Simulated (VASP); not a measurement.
# Re (P6_3/mmc) in VASP: a series of runs

Re is run at these levels: PBE; tasks: single point.

Everything below comes from runs of VASP 6.6.1. Logs are shortened: lines on timing, memory, paths and dates and some standing lists are left out, and cuts for length are marked.

## 1. The cell of the first run

Symmetry: P6_3/mmc, No. 194, hexagonal system. Conventional cell: a = 2.774 Å, b = 2.774 Å, c = 8.973 Å, α = 90.00°, β = 90.00°, γ = 120.00°. Within 3.6 Å of Re (site symmetry -6m2) lie 12 Re at 2.76 to 2.77 Å. Re (site symmetry -3m) has 12 Re at 2.76 to 2.77 Å within 3.6 Å.

## 2. Single point, PBE

The input, INCAR:

```
  PREC = Accurate
  ENCUT = 520
  EDIFF = 1E-7
  ISMEAR = -1
  SIGMA = 0.05
  LREAL = F
  LASPH = T
  NELM = 60
  ALGO = Normal
  ISIF = 2
  LWAVE = F
  LCHARG = F
  GGA = PE
  NBANDS = 22
```

The input, KPOINTS:

```
Automatic mesh
0
Gamma
  11 11 3
```

The input, POSCAR:

```
Re
1.0
    2.7743786929      0.0000000000      0.0000000000
   -1.3871893464      2.4026824278      0.0000000000
    0.0000000000      0.0000000000      8.9730491931
Re
4
Direct
    0.6666666667      0.3333333333      0.7500000000
    0.0000000000      0.0000000000      0.5000000000
    0.3333333333      0.6666666667      0.2500000000
    0.0000000000      0.0000000000      0.0000000000
```

Potentials or basis: VASP PAW PBE potentials, release 64 (Re).

Started as:

```bash
$ cat potpaw_PBE.64/Re/POTCAR > POTCAR
$ mpirun -np 1 vasp_std > vasp.out
```

OUTCAR:

```text
PREC = Accurate
   ENCUT = 520
   EDIFF = 1E-7
   ISMEAR = -1
   LREAL = F
   LASPH = T
   NELM = 60
   ISIF = 2
   GGA = PE

 ion  position               nearest neighbor table
   1  0.667  0.333  0.750-   2 2.76   4 2.76   2 2.76   4 2.76   2 2.76   4 2.76
   2  0.000  0.000  0.500-   1 2.76   3 2.76   1 2.76   3 2.76   1 2.76   3 2.76
   3  0.333  0.667  0.250-   2 2.76   4 2.76   2 2.76   4 2.76   2 2.76   4 2.76
   4  0.000  0.000  0.000-   1 2.76   3 2.76   1 2.76   3 2.76   1 2.76   3 2.76

  LATTYP: Found a hexagonal cell.
 ALAT       =     2.7743786929
 C/A-ratio  =     3.2342553726

  Lattice vectors:

 A1 = (   2.7743786929,   0.0000000000,   0.0000000000)
 A2 = (  -1.3871893464,   2.4026824278,   0.0000000000)
 A3 = (   0.0000000000,   0.0000000000,   8.9730491931)

Analysis of symmetry for initial positions (statically):
=====================================================================
 Subroutine PRICEL returns:
 Original cell was already a primitive cell.

 Routine SETGRP: Setting up the symmetry group for a
 hexagonal supercell.

 Subroutine GETGRP returns: Found 24 space group operations
 (whereof 12 operations were pure point group operations)
 out of a pool of 24 trial point group operations.

The static configuration has the point symmetry D_3d.
 The point group associated with its full space group is D_6h.

Analysis of symmetry for dynamics (positions and initial velocities):
=====================================================================
 Subroutine PRICEL returns:
 Original cell was already a primitive cell.

 Routine SETGRP: Setting up the symmetry group for a
 hexagonal supercell.

 Subroutine GETGRP returns: Found 24 space group operations
 (whereof 12 operations were pure point group operations)
 out of a pool of 24 trial point group operations.

The dynamic configuration has the point symmetry D_3d.
 The point group associated with its full space group is D_6h.

 Subroutine INISYM returns: Found 24 space group operations
 (whereof 12 operations are pure point group operations),
 and found     1 'primitive' translations

----------------------------------------------------------------------------------------

                                     Primitive cell

  volume of cell :      59.8139

[... 88 lines left out ...]
   LSORBIT =      F    spin-orbit coupling
   LASPH  =      T    aspherical Exc in radial PAW
   ENCUT  =  520.0 eV  38.22 Ry    6.18 a.u.   5.16  5.16 16.68*2*pi/ulx,y,z
   NELM   =     60;   NELMIN=  2; NELMDL= -5     # of ELM steps
   EDIFF  = 0.1E-06   stopping-criterion for ELM
   LREAL  =      F    real-space projection
   EDIFFG = 0.1E-05   stopping-criterion for IOM
   NSW    =      0    number of steps for IOM
   IBRION =     -1    ionic relax: 0-MD 1-quasi-New 2-CG
   NFREE  =      0    steps in history (QN), initial steepest desc. (CG)
   ISIF   =      2    stress and relaxation
   ISYM   =      2    0-nonsym 1-usesym 2-fastsym
   POTIM  = 0.5000    time-step for ionic-motion
   TEBEG  =    0.0;   TEEND  =   0.0 temperature during run
   PSTRESS=    0.0 pullay stress
   NELECT =      28.0000    total number of electrons
   NUPDOWN=      -1.0000    fix difference up-down
   EMIN   =  10.00;   EMAX   =-10.00  energy-range for DOS
   EFERMI =   0.00;   METHOD = LEGACY
   ISMEAR =    -1;   SIGMA  =   0.05  broadening in eV -4-tet -1-fermi 0-gaus
   EFERMI_NEDOS =   21; number of points for ismear=-14 and -15
   IALGO  =     38    algorithm
   IMIX   =      4    mixing-type and parameters
     AMIX     =   0.40;   BMIX     =  1.00
     AMIX_MAG =   1.60;   BMIX_MAG =  1.00
  volume/ion in A,a.u.               =      14.95       100.91
  Fermi-wavevector in a.u.,A,eV,Ry     =   1.271140  2.402107 21.984258  1.615797
  Thomas-Fermi vector in A             =   2.404089
   LORBIT       =      0    0 simple, 1 ext, 2 COOP (PROOUT), +10 PAW based schemes
   GGA     = PE    functional components
   LHFCALC =     F    Hartree Fock is set to
   AEXX    =    0.0000 exact exchange contribution
   IVDW    =     0    specifies the selected vdW correction
   LEPSILON=     F    determine dielectric tensor
   LRPA    =     F    only Hartree local field effects (RPA)
 non-spin polarized calculation
  energy-cutoff  :      520.00
  volume of cell :       59.81
 maximum number of plane-waves:      1629
 NGX is ok and might be reduce to    24
   NGX = 11   NGY = 11   NGZ = 33

 number of electron      27.9999999 magnetization

 Free energy of the ion-electron system (eV)
  ---------------------------------------------------
  ext. energy  EPLUGINS =         0.00000000
  ---------------------------------------------------
  free energy    TOTEN  =       -49.71140438 eV

  energy without entropy =      -49.68705827  energy(sigma->0) =      -49.69923132

 E-fermi :   7.7732     XC(G=0): -13.6409

 val. band max:        7.7670324470   @ k =   0.1818   0.0909   0.3333
 cond. band min:       7.7746663703   @ k =   0.3636   0.2727   0.3333
 fundamental gap:      0.0076339233
 Fermi energy:         7.7732144332

 k-point     1 :       0.0000    0.0000    0.0000
  band No.  band energies     occupation
      1      -2.0679      2.00000
      2       0.2127      2.00000
      3       0.2888      2.00000
      4       1.1977      2.00000
      5       5.2745      2.00000
      6       5.3659      2.00000
[... 589 lines left out ...]
     21      10.7339      0.00000
     22      11.4041      0.00000

 [... further k-points ...]

------------------------ aborting loop because EDIFF is reached ----------------------------------------

  FORCE on cell =-STRESS in cart. coord.  units (eV):
  Direction    XX          YY          ZZ          XY          YZ          ZX
  --------------------------------------------------------------------------------------
  -------------------------------------------------------------------------------------
  Total       -0.2728517     -0.2728517     -0.2955243     -0.0000000     -0.0000000     -0.0000000
  in kB       -7.3086152     -7.3086152     -7.9159229     -0.0000000     -0.0000000     -0.0000000
  external PRESSURE =      -7.5110511 kB  Pullay stress =       0.0000000 kB

 VOLUME and BASIS-vectors are now :
 -----------------------------------------------------------------------------
  energy-cutoff  :      520.00
  volume of cell :       59.81
      direct lattice vectors                 reciprocal lattice vectors
     2.774378693  0.000000000  0.000000000     0.360441061  0.208100744  0.000000000
    -1.387189346  2.402682428  0.000000000     0.000000000  0.416201487  0.000000000
     0.000000000  0.000000000  8.973049193     0.000000000  0.000000000  0.111444836

 POSITION                                       TOTAL-FORCE (eV/Angst)
 -----------------------------------------------------------------------------------
      1.38719      0.80089      6.72979         0.000000      0.000000      0.000000
      0.00000      0.00000      4.48652        -0.000000      0.000000      0.000000
     -0.00000      1.60179      2.24326        -0.000000      0.000000      0.000000
      0.00000      0.00000      0.00000         0.000000      0.000000      0.000000
 -----------------------------------------------------------------------------------
    total drift:                               -0.000000      0.000000      0.000000

  FREE ENERGIE OF THE ION-ELECTRON SYSTEM (eV)
  ---------------------------------------------------
  free  energy   TOTEN  =       -49.7114043782 eV

  energy  without entropy=      -49.6870582710  energy(sigma->0) =      -49.69923132
```

OSZICAR:

```text
N       E                     dE             d eps       ncg     rms          rms(c)
DAV:   1     0.170146882188E+03    0.17015E+03   -0.12297E+04  2612   0.157E+03
DAV:   2    -0.252137239962E+02   -0.19536E+03   -0.17629E+03  2690   0.658E+02
DAV:   3    -0.500584239749E+02   -0.24845E+02   -0.21006E+02  2678   0.346E+02
DAV:   4    -0.522372445637E+02   -0.21788E+01   -0.19328E+01  2286   0.786E+01
DAV:   5    -0.525406470657E+02   -0.30340E+00   -0.26693E+00  2530   0.168E+01    0.585E+01
DAV:   6    -0.504272632140E+02    0.21134E+01   -0.22622E+00  2280   0.332E+01    0.233E+01
DAV:   7    -0.497343642687E+02    0.69290E+00   -0.16948E+00  2358   0.266E+01    0.117E+00
DAV:   8    -0.497253737788E+02    0.89905E-02   -0.12985E-01  2760   0.605E+00    0.787E-01
DAV:   9    -0.497122546333E+02    0.13119E-01   -0.31346E-02  2744   0.404E+00    0.312E-01
DAV:  10    -0.497113582951E+02    0.89634E-03   -0.33495E-03  2510   0.808E-01    0.683E-02
DAV:  11    -0.497113972612E+02   -0.38966E-04   -0.30662E-04  2704   0.327E-01    0.419E-02
DAV:  12    -0.497114026446E+02   -0.53834E-05   -0.33939E-05  2582   0.114E-01    0.121E-02
DAV:  13    -0.497114049924E+02   -0.23478E-05   -0.49310E-06  2680   0.360E-02    0.517E-03
DAV:  14    -0.497114043441E+02    0.64837E-06   -0.78246E-08  1404   0.741E-03    0.121E-03
DAV:  15    -0.497114043782E+02   -0.34154E-07   -0.37625E-08  1292   0.513E-03
   1 F= -.49711404E+02 E0= -.49699231E+02  d E =-.243461E-01
```

stdout:

```text
POSCAR found type information on POSCAR Re
 POSCAR found :  1 types and       4 ions
 scaLAPACK will be used
 LDA part: xc-table for (Slater+PW92), standard interpolation
 POSCAR, INCAR and KPOINTS ok, starting setup
 FFT: planning ... GRIDC
 FFT: planning ... GRID_SOFT
 FFT: planning ... GRID
 WAVECAR not read
 entering main loop
```

Run time: 82 s. Hardware: 1 thread of Intel Xeon Platinum 8259CL at 2.50GHz (Skylake/Cascade Lake), shared host; peak memory 0.2 GiB.

What came out:

```yaml
Free_energy: -49.7114 eV
Pressure: -0.8 GPa
Band_gap_on_the_k_mesh: zero (bands 14 and 15 overlap by 2.37 eV)
```

Caveat: spin-orbit coupling is left out, which moves the levels of the heavy elements.

(Continued in part 2 of 2.)
